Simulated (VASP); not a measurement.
Here is a VASP 6.6.1 calculation.

INCAR

```
  PREC = Accurate
  ENCUT = 520
  EDIFF = 1E-6
  ISMEAR = 0
  SIGMA = 0.05
  LREAL = F
  LASPH = T
  NELM = 150
  ALGO = Normal
  ISIF = 2
  LWAVE = F
  LCHARG = F
  ISPIN = 2
  MAGMOM = 7.23 0
  LORBIT = 11
  LMAXMIX = 6
  GGA = PS
  NBANDS = 27
```

The input KPOINTS:

```
regular mesh
0
Gamma
  8 8 8
```

POSCAR

```
EuBi
1.0
    0.0000000000      3.6086976835      3.6086976835
    3.6086976835      0.0000000000      3.6086976835
    3.6086976835      3.6086976835      0.0000000000
Eu Bi
1 1
Direct
    0.0000000000      0.0000000000      0.0000000000
    0.2500000000      0.2500000000      0.2500000000
```

Potentials or basis: VASP PAW PBE potentials, release 64 (Eu, Bi_d).

Command:

```bash
$ cat potpaw_PBE.64/Eu/POTCAR potpaw_PBE.64/Bi_d/POTCAR > POTCAR
$ mpirun -np 1 vasp_std > vasp.out
```

Predict the site moments.

Eu +6.40; Bi -0.31 μB.

What does it give for the band gap on the k mesh?

Zero (filled and empty bands overlap).

What does it give for the pressure?

0.3 GPa.

What does it give for the net moment?

6.00 μB per cell.

Caveat: the PAW data sets were made with another functional, which shifts forces and pressure a little; spin-orbit coupling is left out, which moves the levels of the heavy elements; semilocal functionals describe open f shells poorly, which spoils levels, moments and volumes. The state reached can hang on the start; a lower one may exist.
